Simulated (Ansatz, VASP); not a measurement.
# One calculation of AlNi, two programs

```
Ni Al
1.0
     0.00000    2.23638    2.23638
     2.23638    0.00000    2.23638
     2.23638    2.23638    0.00000
Ni Al
1 1
Direct
  0.00000 0.00000 0.00000
  0.50000 0.50000 0.50000
```

Change from the starting cell: volume scaled by 0.78, to set the pressure.

Alike in both runs: task single point; functional PBE; k mesh 15 × 15 × 15; occupations fermi-dirac, width 0.08 eV; no spin polarisation.

|  | VASP | Ansatz |
| --- | --- | --- |
| version | VASP 6.6.1 | Ansatz 0.2.0 |
| potentials or method | VASP PAW PBE potentials, release 64 (Ni, Al) | PAW with Ansatz's default frozen-core files, scalar-relativistic |
| plane-wave cutoff (eV) | 520 | 420 |
| valence electrons in the cell | 13 | 21 |

```tsv
	VASP	Ansatz	Ansatz less VASP
pressure (GPa)	46.2	46.3	+0.12
```

Both programs put the cell under a high pressure, so it lies far from rest at this level. With one functional, cell and mesh, what is left measures potentials, basis and numerics. VASP's potentials hold 13 valence electrons a cell and Ansatz's 21, so a difference there can come from the potentials and not from the codes.
